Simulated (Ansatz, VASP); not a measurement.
# One calculation of RbCl, two programs

File INCAR:

```
PREC     = Accurate       # precision mode
ENCUT    = 500            # plane-wave cutoff, eV
EDIFF    = 1E-6           # SCF threshold, eV
ISMEAR   = 0              # smearing method
SIGMA    = 0.02           # smearing width, eV
LREAL    = F              # projectors in reciprocal space
LASPH    = T              # aspherical terms in the spheres
NELM     = 120            # most SCF steps
ALGO     = Normal         # electronic algorithm
ISIF     = 2              # what is computed and relaxed
LWAVE    = F              # write WAVECAR
LCHARG   = T              # write CHGCAR
GGA      = PE             # functional
LELF     = T              # ELF
LVHAR    = T            
NBANDS   = 15             # bands
GGA_COMPAT= F
```

KPOINTS

```
regular mesh
0
Gamma
  6 6 6
```

POSCAR

```
RbCl
1.0
    0.0000000000      3.3494727620      3.3494727620
    3.3494727620      0.0000000000      3.3494727620
    3.3494727620      3.3494727620      0.0000000000
Rb Cl
1 1
Direct
    0.0000000000      0.0000000000      0.0000000000
    0.5000000000      0.5000000000      0.5000000000
```

Input for Ansatz:

```yaml
crystal:
  lattice:
    - [0.0, 3.349472762, 3.349472762]
    - [3.349472762, 0.0, 3.349472762]
    - [3.349472762, 3.349472762, 0.0]
  atoms:
    - { symbol: Rb, position: [0.0, 0.0, 0.0] }
    - { symbol: Cl, position: [0.5, 0.5, 0.5] }
basis:
  ecutwfc: 420
kpoints:
  mp_grid: { grid: [6, 6, 6] }
  band_path: { path: [VBM, CBM], npoints: 2 }
hamiltonian:
  xc: pbe
scf:
  occupations: { method: gaussian, width: 0.02 }
output:
  forces: false
  stress: false
  eigenvalues: true
checkpoint:
  read: start.run
  write: ck
  compress: false
  write_wavefunctions: false
  write_every: 100000
```

Alike in both runs: task single point; functional PBE; k mesh 6 × 6 × 6; occupations gaussian, width 0.02 eV; no spin polarisation.

|  | VASP | Ansatz |
| --- | --- | --- |
| version | VASP 6.6.1 | Ansatz 0.2.0 |
| potentials or method | VASP PAW PBE potentials, release 64 (Rb_sv, Cl), cutoff 500 eV | scalar-relativistic, plane waves, PAW |
| valence electrons in the cell | 16 | 16 |

|  | VASP | Ansatz | Ansatz less VASP |
| --- | --- | --- | --- |
| gap on the k mesh at the Fermi level (eV) | 4.83 | 4.83 | +0.003 |
| least direct gap on the mesh (eV) | 4.83 | 4.83 | +0.003 |
